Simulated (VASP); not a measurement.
# TiTl (P-6m2) in VASP: a series of runs, part 2 of 2

VASP 6.6.1.

## Step 4: Relaxation of cell and atoms, PBE

This run uses another cell than the first one, of 23.32 Å³/atom.

File INCAR:

```
  PREC = Accurate
  ENCUT = 600
  EDIFF = 1E-7
  ISMEAR = 0
  SIGMA = 0.1
  LREAL = False
  LASPH = True
  NELM = 60
  ALGO = Normal
  ISIF = 3
  LWAVE = False
  LCHARG = False
  GGA = PE
  IBRION = 2
  NSW = 90
  EDIFFG = -0.04
```

File KPOINTS:

```
regular mesh
0
Gamma
  6 6 4
```

File POSCAR:

```
TiTl
1.0
    3.1391114900      0.0000000000      0.0000000000
   -1.5695557500      2.7185503000      0.0000000000
    0.0000000000      0.0000000000      5.4656045800
Ti Tl
1 1
Direct
    0.3333333300      0.6666666700      0.5000000000
    0.0000000000      0.0000000000      0.0000000000
```

The run is started by

```
> cat potpaw_PBE.64/Ti_sv/POTCAR potpaw_PBE.64/Tl_d/POTCAR > POTCAR
> mpirun -np 1 vasp_std > vasp.out
```

Run time: 3.2 min. Hardware: 1 thread of Intel Xeon 8259CL, shared host; peak memory 0.2 GiB.

It converged, with:

- Free energy: -9.6272 eV
- Relaxed volume: 21.17 Å³/atom
- Relaxed cell: a = 3.180 Å, b = 3.180 Å, c = 4.835 Å, α = 90.00°, β = 90.00°, γ = 120.00°
- Space group after relaxing (to 0.1 Å): P-6m2 (No. 187)
- Energy gained by relaxing: 110.7 meV/atom
- Ionic steps: 7
- Pressure after relaxing: -0.2 GPa
- Band gap on the k mesh: zero (an odd number of electrons rules out a gap without spin polarisation)

Stress tensor (GPa, compression positive):
```
-0.14  0.00  0.00
 0.00 -0.14  0.00
 0.00  0.00 -0.26
```

Step by step:
```csv
step,energy change (eV),largest force (eV/Å),pressure (GPa),volume (Å³)
1,0.0000,0.0000,-5.58,46.64
2,-0.1804,0.0000,1.95,41.31
3,-0.1806,0.0000,2.23,41.18
4,-0.2189,0.0000,0.70,41.88
5,-0.2212,0.0000,0.26,42.12
6,-0.2212,0.0000,0.32,42.09
7,-0.2213,0.0000,-0.18,42.34
```

Final structure:
```cif
data_structure
_symmetry_space_group_name_H-M 'P 1'
_symmetry_Int_Tables_number 1
_cell_length_a 3.1797
_cell_length_b 3.1797
_cell_length_c 4.8354
_cell_angle_alpha 90.000
_cell_angle_beta 90.000
_cell_angle_gamma 120.000
_cell_volume 42.34
loop_
_atom_site_label
_atom_site_type_symbol
_atom_site_fract_x
_atom_site_fract_y
_atom_site_fract_z
_atom_site_occupancy
Ti1 Ti 0.33333 0.66667 0.50000 1
Tl1 Tl 0.00000 0.00000 0.00000 1
```

Levels at points of the mesh, in eV from the Fermi level:
```csv
k point,band 8,band 9,band 10,band 11,band 12,band 13,band 14,band 15,band 16
"(0.00, 0.00, 0.00)",-10.99,-10.99,-9.78,-1.62,-1.47,0.86,0.86,1.81,1.81
"(0.50, 0.00, 0.00)",-11.03,-10.67,-4.70,-3.32,-1.09,-0.49,1.58,2.67,2.92
"(0.00, 0.00, 0.50)",-10.99,-10.99,-9.04,-4.94,-0.24,0.96,0.96,1.77,1.77
"(0.50, 0.00, 0.50)",-11.00,-10.67,-4.66,-2.55,-1.50,0.08,1.07,1.27,2.20
```

Caveat: the k points lie up to 0.38 Å⁻¹ apart in the final cell, too coarse for converged energies and pressures of a metal; spin-orbit coupling is left out, which moves the levels of the heavy elements.

## Step 5: Single point, PBE, collinear spin

File INCAR:

```
SYSTEM = TiTl
PREC = Accurate ; ENCUT = 520
EDIFF = 1E-6 ; ISMEAR = 0
SIGMA = 0.1 ; LREAL = .FALSE.
LASPH = .TRUE. ; NELM = 150
ALGO = Fast ; ISIF = 2
LWAVE = .FALSE. ; LCHARG = .FALSE.
ISPIN = 2 ; MAGMOM = 1 0
LORBIT = 11 ; LMAXMIX = 4
GGA = PE ; NBANDS = 24
```

File KPOINTS:

```
regular mesh
0
G
  6 6 4
  0 0 0
```

File POSCAR:

```
TiTl
1.0
    3.1787620455      0.0000000000      0.0000000000
   -1.5893810227      2.7528886840      0.0000000000
    0.0000000000      0.0000000000      4.8298850257
Ti Tl
1 1
Direct
    0.3333333333      0.6666666667      0.5000000000
    0.0000000000      0.0000000000      0.0000000000
```

Potentials or basis: VASP PAW PBE potentials, release 64 (Ti_sv, Tl_d).

The run is started by

```
> cat potpaw_PBE.64/Ti_sv/POTCAR potpaw_PBE.64/Tl_d/POTCAR > POTCAR
> mpirun -np 1 vasp_std > vasp.out
```

OUTCAR:

```text
SYSTEM = TiTl
   PREC = Accurate
   ENCUT = 520
   EDIFF = 1E-6
   ISMEAR = 0
   LREAL = .FALSE.
   LASPH = .TRUE.
   NELM = 150
   ISIF = 2
   ISPIN = 2
   LORBIT = 11
   GGA = PE

 ion  position               nearest neighbor table
   1  0.333  0.667  0.500-   2 3.03   2 3.03   2 3.03   2 3.03   2 3.03   2 3.03
   2  0.000  0.000  0.000-   1 3.03   1 3.03   1 3.03   1 3.03   1 3.03   1 3.03

  LATTYP: Found a hexagonal cell.
 ALAT       =     3.1787620455
 C/A-ratio  =     1.5194232713

  Lattice vectors:

 A1 = (   3.1787620455,   0.0000000000,   0.0000000000)
 A2 = (  -1.5893810227,   2.7528886840,   0.0000000000)
 A3 = (   0.0000000000,   0.0000000000,   4.8298850257)

Analysis of symmetry for initial positions (statically):
=====================================================================
 Subroutine PRICEL returns:
 Original cell was already a primitive cell.

 Routine SETGRP: Setting up the symmetry group for a
 hexagonal supercell.

 Subroutine GETGRP returns: Found 12 space group operations
 (whereof 12 operations were pure point group operations)
 out of a pool of 24 trial point group operations.
[... 1318 lines left out ...]
     23      23.2268      0.00000
     24      23.4280      0.00000

------------------------ aborting loop because EDIFF is reached ----------------------------------------

  FORCE on cell =-STRESS in cart. coord.  units (eV):
  Direction    XX          YY          ZZ          XY          YZ          ZX
  --------------------------------------------------------------------------------------
  -------------------------------------------------------------------------------------
  Total        0.0412303      0.0412303     -0.0549328      0.0000000      0.0000000     -0.0000000
  in kB        1.5629439      1.5629439     -2.0823760      0.0000000      0.0000000     -0.0000000
  external PRESSURE =       0.3478373 kB  Pullay stress =       0.0000000 kB

 VOLUME and BASIS-vectors are now :
 -----------------------------------------------------------------------------
  energy-cutoff  :      520.00
  volume of cell :       42.27
      direct lattice vectors                 reciprocal lattice vectors
     3.178762046  0.000000000  0.000000000     0.314587876  0.181627395  0.000000000
    -1.589381023  2.752888684  0.000000000     0.000000000  0.363254790  0.000000000
     0.000000000  0.000000000  4.829885026     0.000000000  0.000000000  0.207044266

 POSITION                                       TOTAL-FORCE (eV/Angst)
 -----------------------------------------------------------------------------------
     -0.00000      1.83526      2.41494         0.000000      0.000000      0.000000
      0.00000      0.00000      0.00000        -0.000000      0.000000      0.000000
 -----------------------------------------------------------------------------------
    total drift:                                0.000000     -0.000000     -0.000000

  FREE ENERGIE OF THE ION-ELECTRON SYSTEM (eV)
  ---------------------------------------------------
  free  energy   TOTEN  =        -9.6390481595 eV

  energy  without entropy=       -9.6198611238  energy(sigma->0) =       -9.62945464

 total charge

# of ion       s       p       d       tot
------------------------------------------
    1        2.170   6.079   1.835  10.084
    2        1.076   0.688   9.628  11.392
--------------------------------------------------
tot          3.246   6.767  11.463  21.476

 magnetization (x)

# of ion       s       p       d       tot
------------------------------------------
    1        0.004   0.018   0.367   0.388
    2       -0.004   0.004   0.006   0.006
--------------------------------------------------
tot         -0.001   0.022   0.373   0.394
```

OSZICAR:

```text
N       E                     dE             d eps       ncg     rms          rms(c)
DAV:   1     0.217030363073E+03    0.21703E+03   -0.12555E+04  2024   0.115E+03
DAV:   2     0.497069146622E+01   -0.21206E+03   -0.20443E+03  2144   0.334E+02
DAV:   3    -0.104312567324E+02   -0.15402E+02   -0.15034E+02  3448   0.742E+01
DAV:   4    -0.110052007362E+02   -0.57394E+00   -0.57351E+00  2104   0.117E+01
DAV:   5    -0.110172868054E+02   -0.12086E-01   -0.12086E-01  2504   0.163E+00    0.107E+01
RMM:   6    -0.981986781008E+01    0.11974E+01   -0.24261E+00  2438   0.104E+01    0.338E+00
RMM:   7    -0.965871749260E+01    0.16115E+00   -0.22653E-01  2557   0.325E+00    0.271E+00
RMM:   8    -0.963905745000E+01    0.19660E-01   -0.10509E-01  2710   0.198E+00    0.126E+00
RMM:   9    -0.963849361114E+01    0.56384E-03   -0.28192E-02  2776   0.122E+00    0.615E-01
RMM:  10    -0.963848018853E+01    0.13423E-04   -0.91128E-03  2780   0.615E-01    0.164E-01
RMM:  11    -0.963893584301E+01   -0.45565E-03   -0.30349E-03  2851   0.321E-01    0.128E-01
RMM:  12    -0.963902994642E+01   -0.94103E-04   -0.80584E-04  2885   0.179E-01    0.906E-02
RMM:  13    -0.963903146395E+01   -0.15175E-05   -0.36041E-04  2783   0.138E-01    0.254E-02
RMM:  14    -0.963904163454E+01   -0.10171E-04   -0.82712E-05  2796   0.549E-02    0.146E-02
RMM:  15    -0.963904614449E+01   -0.45100E-05   -0.31140E-05  2628   0.297E-02    0.563E-03
RMM:  16    -0.963904758170E+01   -0.14372E-05   -0.12159E-05  2255   0.185E-02    0.178E-03
RMM:  17    -0.963904815953E+01   -0.57783E-06   -0.42217E-06  2011   0.929E-03
   1 F= -.96390482E+01 E0= -.96294546E+01  d E =-.191870E-01  mag=     0.5845
```

stdout:

```text
POSCAR found type information on POSCAR TiTl
 POSCAR found :  2 types and       2 ions
 scaLAPACK will be used
 LDA part: xc-table for (Slater+PW92), standard interpolation
 POSCAR, INCAR and KPOINTS ok, starting setup
 FFT: planning ... GRIDC
 FFT: planning ... GRID_SOFT
 FFT: planning ... GRID
 WAVECAR not read
 entering main loop
```

Wall time 69 s (1 thread of Intel Xeon 8259CL, shared host); peak memory 0.19 GiB.

Results:

```
Free energy                                           : -9.6390 eV
Pressure                                              : 0.0 GPa
Net moment                                            : 0.58 μB per cell
Site moments                                          : Ti +0.39; Tl +0.01 μB
Valence electrons inside the program's atomic spheres : Ti 10.08; Tl 11.39
```

Levels at points of the mesh, in eV from the Fermi level:
Spin up:
```
           k point  band 11  band 12  band 13  band 14  band 15  band 16
(0.00, 0.00, 0.00)    -1.96    -1.62     0.53     0.53     1.61     1.61
(0.50, 0.00, 0.00)    -3.49    -1.27    -0.83     1.38     2.35     2.64
(0.00, 0.00, 0.50)    -5.19    -0.55     0.63     0.63     1.57     1.57
(0.50, 0.00, 0.50)    -2.66    -1.76    -0.23     0.88     0.98     2.04
```
Spin down:
```tsv
k point	band 9	band 10	band 11	band 12	band 13	band 14	band 15	band 16
(0.00, 0.00, 0.00)	-11.06	-9.83	-1.50	-1.47	0.95	0.95	1.85	1.85
(0.50, 0.00, 0.00)	-10.74	-4.76	-3.34	-1.09	-0.37	1.61	2.76	3.07
(0.00, 0.00, 0.50)	-11.06	-9.11	-4.91	-0.07	1.05	1.05	1.80	1.80
(0.50, 0.00, 0.50)	-10.74	-4.72	-2.59	-1.48	0.19	1.09	1.42	2.23
```

Caveat: the k points lie up to 0.38 Å⁻¹ apart; spin-orbit coupling is left out, which moves the levels of the heavy elements.

## Step 6: Summary

| task | spin | cell | cutoff (eV) | gap on the mesh (eV) | pressure (GPa) |
| --- | --- | --- | --- | --- | --- |
| single point | off | a = 3.179, b = 3.179, c = 4.830 Å, angles 90.0, 90.0, 120.0°, 2 atoms | 520 | none | -0.1 |
| single point | off | a = 3.139, b = 3.139, c = 5.466 Å, angles 90.0, 90.0, 120.0°, 2 atoms | 520 | none | -5.6 |
| relaxation of cell and atoms | off | relaxed from a = 3.139, b = 3.139, c = 5.466 Å, angles 90.0, 90.0, 120.0°, 2 atoms | 600 | none | -0.2 |
| single point | collinear | a = 3.179, b = 3.179, c = 4.830 Å, angles 90.0, 90.0, 120.0°, 2 atoms | 520 | none | 0.0 |

Alike in all rows: level PBE; potentials or basis VASP PAW PBE potentials, release 64 (Ti_sv, Tl_d); k mesh 6 × 6 × 4; smearing gaussian 0.1 eV.

Caveats: all runs use coarse meshes; spin-orbit coupling is left out, which moves the levels of the heavy elements.

Total energies depend on the potentials used, so only differences within one code and one set of settings carry meaning.
